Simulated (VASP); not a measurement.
Wanted: the native input for a VASP 6.6.1 run.

```yaml
Task: single point
Functional: PBE
Potentials_or_basis: VASP PAW PBE potentials, release 64 (Li_sv, Ti_sv)
Cutoff: 520 eV
k_mesh: 8 × 8 × 8
Occupations: gaussian, width 0.1 eV
Spin: no spin polarisation
Dipole_correction: no
Further_INCAR_settings: ALGO = Normal; EDIFF = 1e-07; NBANDS = 28
```

The structure of LiTi3 lies in POSCAR:

```
LiTi3
1.0
   -1.8431181390      1.8431181390      4.1170950637
    1.8431181390     -1.8431181390      4.1170950637
    1.8431181390      1.8431181390     -4.1170950637
Li Ti
1 3
Direct
    0.0000000000      0.0000000000      0.0000000000
    0.5000000000      0.5000000000      0.0000000000
    0.2500000000      0.7500000000      0.5000000000
    0.7500000000      0.2500000000      0.5000000000
```

The input as run:

INCAR

```
SYSTEM = LiTi3
  ALGO = Normal
  EDIFF = 1E-7
  ENCUT = 520
  GGA = PE
  ISIF = 2
  ISMEAR = 0
  LASPH = .True.
  LCHARG = .True.
  LELF = .True.
  LREAL = .False.
  LVHAR = .True.
  LWAVE = .False.
  NBANDS = 28
  NELM = 100
  PREC = Accurate
  SIGMA = 0.1
```

KPOINTS

```
k-points
0
Gamma
  8 8 8
  0 0 0
```

Potentials or basis: VASP PAW PBE potentials, release 64 (Li_sv, Ti_sv).

Run with:

```bash
$ cat potpaw_PBE.64/Li_sv/POTCAR potpaw_PBE.64/Ti_sv/POTCAR > POTCAR
$ mpirun -np 1 vasp_std > vasp.out
```

Results of the run:

```
Band gap on the k mesh : zero (an odd number of electrons rules out a gap without spin polarisation)
```

Run time: 90 s on 1 thread of Intel(R) Xeon(R) Platinum 8488C (Sapphire Rapids), with other jobs on the host, peak memory 0.24 GiB.
